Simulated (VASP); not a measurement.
**Ge: single point with PBEsol**

**Measured values to compare with.**

From “Electronic and optical properties of SixGe1-x-ySny alloys lattice-matched to Ge”, 2021, arxiv:2109.02782, for a bulk crystal of Ge at 300 K: band gap 0.807 eV (direct).

The system is Ge.

```xyz
2
Lattice="0.0000 2.8378 2.8378 2.8378 0.0000 2.8378 2.8378 2.8378 0.0000" Properties=species:S:1:pos:R:3 pbc="T T T"
Ge    0.0000    0.0000    0.0000
Ge    1.4189    1.4189    1.4189
```

| Quantity | Value |
| --- | --- |
| Program | VASP 6.6.1 |
| Task | single point |
| Functional | PBEsol |
| Potentials or basis | VASP PAW PBE potentials, release 64 (Ge_d) |
| Cutoff | 520 eV |
| k mesh | 10 × 10 × 10 |
| Occupations | gaussian, width 0.1 eV |
| Spin | no spin polarisation |
| Dipole correction | no |
| Further INCAR settings | ALGO = Normal; EDIFF = 1e-07; NBANDS = 21 |

```yaml
Pressure: -0.1 GPa
Band_gap_on_the_k_mesh: zero (filled and empty bands touch)
```

Levels at points of the mesh, in eV from the Fermi level:
```tsv
k point	band 11	band 12	band 13	band 14	band 15	band 16	band 17	band 18
(0.00, 0.00, 0.00)	-12.73	-0.10	-0.01	-0.01	-0.01	2.52	2.52	2.52
(0.50, 0.00, 0.00)	-10.66	-7.59	-1.40	-1.40	0.09	3.70	3.70	6.95
(0.50, 0.50, 0.00)	-8.87	-8.87	-3.06	-3.06	0.67	0.67	9.41	9.41
```

Run time: 92 s on 1 thread of Intel Xeon 8259CL, with other jobs on the host, peak memory 0.18 GiB.

Measured gap of Ge: 0.807 eV (direct; 300 K; “Electronic and optical properties of SixGe1-x-ySny alloys lattice-matched to Ge”, 2021, arxiv:2109.02782). This calculation gives 0.00 eV (-0.81 eV). 3 values of this kind are on record (0.666 to 0.807 eV); this one was drawn at random among those near their median. Spin-orbit coupling on Ge is left out. The value is that of PBEsol on a finite k mesh, which can miss the band edges, without temperature or zero-point motion. Semilocal functionals fall short of measured gaps as a rule.

Caveat: semilocal functionals underestimate gaps, and a narrow one can read as zero; the PAW data sets were made with another functional, which shifts forces and pressure a little.
